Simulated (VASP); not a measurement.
# BN (P1) in VASP: single point with PBEsol+D3(BJ)

Aim: the single point of BN with PBEsol+D3(BJ).

Everything below comes from runs of VASP 6.6.1. Logs are shortened: lines on timing, memory, paths and dates and some standing lists are left out, and cuts for length are marked.

## (1) The cell of the first run

The typed cell holds 2 atoms: a = 2.508 Å, b = 2.508 Å, c = 3.274 Å, α = 101.11°, β = 101.11°, γ = 119.81°.

## (2) Single point, PBEsol+D3(BJ)

File INCAR:

```
PREC = Accurate
ENCUT = 520
EDIFF = 1E-6
ISMEAR = -1
SIGMA = 0.01
LREAL = False
LASPH = True
NELM = 80
ALGO = Normal
ISIF = 2
LWAVE = False
LCHARG = False
GGA = PS
IVDW = 12
NBANDS = 11
```

File KPOINTS:

```
regular mesh
0
Gamma
  1 1 1
```

File POSCAR:

```
BN
1.0
    2.5080410000      0.0000000000      0.0000000000
   -1.2467110000      2.1762310000      0.0000000000
   -0.6306650000     -1.0881160000      3.0225400000
B N
1 1
Direct
    0.9796430000      0.9834990000      0.0018060000
    0.6685060000      0.3323850000      0.9849990000
```

Potentials or basis: VASP PAW PBE potentials, release 64 (B, N).

The run is started by

```console
cat potpaw_PBE.64/B/POTCAR potpaw_PBE.64/N/POTCAR > POTCAR
mpirun -np 1 vasp_gam > vasp.out
```

OUTCAR:

```text
PREC = Accurate
   ENCUT = 520
   EDIFF = 1E-6
   ISMEAR = -1
   LREAL = False
   LASPH = True
   NELM = 80
   ISIF = 2
   GGA = PS
   IVDW = 12
 IVDW          = 12

 ion  position               nearest neighbor table
   1  0.980  0.983  0.002-   2 1.40   2 1.43   2 1.52
   2  0.669  0.332  0.985-   1 1.40   1 1.43   1 1.52

  LATTYP: Found a face centered orthorhombic cell.
 ALAT       =     2.5153398844
 B/A-ratio  =     1.7253462546
 C/A-ratio  =     2.4032855509

  Lattice vectors:

 A1 = (  -1.8773760000,   1.0881150000,   3.0225400000)
 A2 = (   0.6306650000,   1.0881150000,   3.0225400000)
 A3 = (  -1.2467110000,   2.1762310000,   0.0000000000)

Analysis of symmetry for initial positions (statically):
=====================================================================
 Subroutine PRICEL returns:
 Original cell was already a primitive cell.

 Routine SETGRP: Setting up the symmetry group for a
 face centered orthorhombic supercell.

 Subroutine GETGRP returns: Found  1 space group operations
 (whereof  1 operations were pure point group operations)
 out of a pool of  8 trial point group operations.

The static configuration has the point symmetry C_1 .

Analysis of symmetry for dynamics (positions and initial velocities):
=====================================================================
 Subroutine PRICEL returns:
 Original cell was already a primitive cell.

 Routine SETGRP: Setting up the symmetry group for a
 face centered orthorhombic supercell.

 Subroutine GETGRP returns: Found  1 space group operations
 (whereof  1 operations were pure point group operations)
 out of a pool of  8 trial point group operations.

The dynamic configuration has the point symmetry C_1 .

 Subroutine INISYM returns: Found  1 space group operations
 (whereof  1 operations are pure point group operations),
 and found     1 'primitive' translations

----------------------------------------------------------------------------------------

                                     Primitive cell

  volume of cell :      16.4973

  direct lattice vectors                    reciprocal lattice vectors
     2.508041000  0.000000000  0.000000000     0.398717565  0.228415813  0.165423820
    -1.246711000  2.176231000  0.000000000     0.000000000  0.459510043  0.165423859
    -0.630665000 -1.088116000  3.022540000     0.000000000  0.000000000  0.330847565

  length of vectors
     2.508041000  2.508041005  3.273756684     0.488379484  0.488379496  0.330847565

  position of ions in fractional coordinates (direct lattice)
     0.979643000  0.983499000  0.001806000
     0.668506000  0.332385000  0.984999000

  ion indices of the primitive-cell ions
   primitive index   ion index
                 1           1
                 2           2

----------------------------------------------------------------------------------------

 KPOINTS: regular mesh

Automatic generation of k-mesh.
 Grid dimensions read from file:
 generate k-points for:    1    1    1

 Generating k-lattice:

  Cartesian coordinates                     Fractional coordinates (reciprocal lattice)
     0.398717565  0.228415813  0.165423820     1.000000000  0.000000000  0.000000000
     0.000000000  0.459510043  0.165423859     0.000000000  1.000000000  0.000000000
     0.000000000  0.000000000  0.330847565     0.000000000  0.000000000  1.000000000

  Length of vectors
     0.488379484  0.488379496  0.330847565

  Shift w.r.t. Gamma in fractional coordinates (k-lattice)
     0.000000000  0.000000000  0.000000000

 Subroutine IBZKPT returns following result:
 ===========================================

 Found      1 irreducible k-points:

 Following reciprocal coordinates:
            Coordinates               Weight
  0.000000  0.000000  0.000000      1.000000
   k-points           NKPTS =      1   k-points in BZ     NKDIM =      1   number of bands    NBANDS=     11
   number of dos      NEDOS =    301   number of ions     NIONS =      2
   total plane-waves  NPLWV =   9600
   dimension x,y,z NGX =    20 NGY =   20 NGZ =   24
   dimension x,y,z NGXF=    40 NGYF=   40 NGZF=   48
   ions per type =               1   1
   NGX,Y,Z   is equivalent  to a cutoff of  13.26, 13.26, 12.19 a.u.
   NGXF,Y,Z  is equivalent  to a cutoff of  26.51, 26.51, 24.38 a.u.
 SYSTEM =  unknown system
   PREC   = accura    normal or accurate (medium, high low for compatibility)
   ISTART =      0    job   : 0-new  1-cont  2-samecut
   ICHARG =      2    charge: 1-file 2-atom 10-const
   ISPIN  =      1    spin polarized calculation?
   LNONCOLLINEAR =      F non collinear calculations
   LSORBIT =      F    spin-orbit coupling
   LASPH  =      T    aspherical Exc in radial PAW
   ENCUT  =  520.0 eV  38.22 Ry    6.18 a.u.   4.66  4.66  6.09*2*pi/ulx,y,z
   NELM   =     80;   NELMIN=  2; NELMDL= -5     # of ELM steps
   EDIFF  = 0.1E-05   stopping-criterion for ELM
   LREAL  =      F    real-space projection
   EDIFFG = 0.1E-04   stopping-criterion for IOM
   NSW    =      0    number of steps for IOM
   IBRION =     -1    ionic relax: 0-MD 1-quasi-New 2-CG
   NFREE  =      0    steps in history (QN), initial steepest desc. (CG)
   ISIF   =      2    stress and relaxation
   ISYM   =      2    0-nonsym 1-usesym 2-fastsym
   POTIM  = 0.5000    time-step for ionic-motion
   TEBEG  =    0.0;   TEEND  =   0.0 temperature during run
   PSTRESS=    0.0 pullay stress
   NELECT =       8.0000    total number of electrons
   NUPDOWN=      -1.0000    fix difference up-down
   EMIN   =  10.00;   EMAX   =-10.00  energy-range for DOS
   EFERMI =   0.00;   METHOD = LEGACY
   ISMEAR =    -1;   SIGMA  =   0.01  broadening in eV -4-tet -1-fermi 0-gaus
   EFERMI_NEDOS =   21; number of points for ismear=-14 and -15
   IALGO  =     38    algorithm
   IMIX   =      4    mixing-type and parameters
     AMIX     =   0.40;   BMIX     =  1.00
     AMIX_MAG =   1.60;   BMIX_MAG =  1.00
  volume/ion in A,a.u.               =       8.25        55.66
  Fermi-wavevector in a.u.,A,eV,Ry     =   1.286178  2.430523 22.507475  1.654253
  Thomas-Fermi vector in A             =   2.418268
   LORBIT       =      0    0 simple, 1 ext, 2 COOP (PROOUT), +10 PAW based schemes
   GGA     = PS    functional components
   LHFCALC =     F    Hartree Fock is set to
   AEXX    =    0.0000 exact exchange contribution
   IVDW    =    12    specifies the selected vdW correction
   LEPSILON=     F    determine dielectric tensor
   LRPA    =     F    only Hartree local field effects (RPA)
 non-spin polarized calculation
  energy-cutoff  :      520.00
  volume of cell :       16.50
 maximum number of plane-waves:       220
 NGX is ok and might be reduce to    18
   NGX =  9   NGY =  9   NGZ = 13

 number of electron       8.0000000 magnetization

 Free energy of the ion-electron system (eV)
  ---------------------------------------------------
  ext. energy  EPLUGINS =         0.00000000
  ---------------------------------------------------
  free energy    TOTEN  =        -8.61542714 eV

  energy without entropy =       -8.61542714  energy(sigma->0) =       -8.61542714

 E-fermi :   4.6504     XC(G=0): -10.3548

 val. band max:        4.2917499889   @ k =   0.0000   0.0000   0.0000
 cond. band min:       9.4775875252   @ k =   0.0000   0.0000   0.0000
 fundamental gap:      5.1858375363
 Fermi energy:         4.6503800658

 k-point     1 :       0.0000    0.0000    0.0000
  band No.  band energies     occupation
      1     -13.6927      2.00000
      2       0.3468      2.00000
      3       2.6345      2.00000
      4       4.2917      2.00000
      5       9.4776      0.00000
      6      14.6106      0.00000
      7      16.6834      0.00000
      8      17.2574      0.00000
      9      19.1846      0.00000
     10      28.7249      0.00000
     11      30.7799      0.00000

------------------------ aborting loop because EDIFF is reached ----------------------------------------

 Edisp (eV)   -0.22050

 E8    (eV) :    -0.1099

  FORCE on cell =-STRESS in cart. coord.  units (eV):
  Direction    XX          YY          ZZ          XY          YZ          ZX
  --------------------------------------------------------------------------------------
  -------------------------------------------------------------------------------------
  Total       0.82093     2.15298    14.88573    -1.20272     0.09698     0.20541
  in kB      79.72660   209.09317  1445.66991  -116.80601     9.41858    19.94927
  external pressure =      578.16 kB  Pullay stress =        0.00 kB

 VOLUME and BASIS-vectors are now :
 -----------------------------------------------------------------------------
  energy-cutoff  :      520.00
  volume of cell :       16.50
      direct lattice vectors                 reciprocal lattice vectors
     2.508041000  0.000000000  0.000000000     0.398717565  0.228415813  0.165423820
    -1.246711000  2.176231000  0.000000000     0.000000000  0.459510043  0.165423859
    -0.630665000 -1.088116000  3.022540000     0.000000000  0.000000000  0.330847565

 POSITION                                       TOTAL-FORCE (eV/Angst)
 -----------------------------------------------------------------------------------
      1.22971      2.13836      0.00546         1.949431      2.591327     -2.021783
      0.64105     -0.34845      2.97720        -1.949431     -2.591327      2.021783
 -----------------------------------------------------------------------------------
    total drift:                               -0.000033      0.000175      0.000949

  FREE ENERGIE OF THE ION-ELECTRON SYSTEM (eV)
  ---------------------------------------------------
  free  energy   TOTEN  =        -8.8359255171 eV

  energy  without entropy=       -8.8359255171  energy(sigma->0) =       -8.83592552
```

It took 1.5 s on 1 thread of Intel Xeon 6975P-C (Granite Rapids), shared host; peak memory 0.13 GiB.

What came out:

```yaml
Free_energy: -8.8359 eV
Pressure: 57.8 GPa
Largest_force: 3.821 eV/Å
Band_gap_on_the_k_mesh: 5.19 eV
Dispersion_energy_per_atom: -0.110 eV
```

Forces in eV/Å, atoms in the order of the input:
```
B    1.949  2.591 -2.022
N   -1.949 -2.591  2.022
```

Stress tensor (GPa, compression positive):
```
  7.97 -11.68   1.99
-11.68  20.91   0.94
  1.99   0.94 144.57
```

Caveat: the k points lie up to 3.07 Å⁻¹ apart; the PAW data sets were made with another functional, which shifts forces and pressure a little.
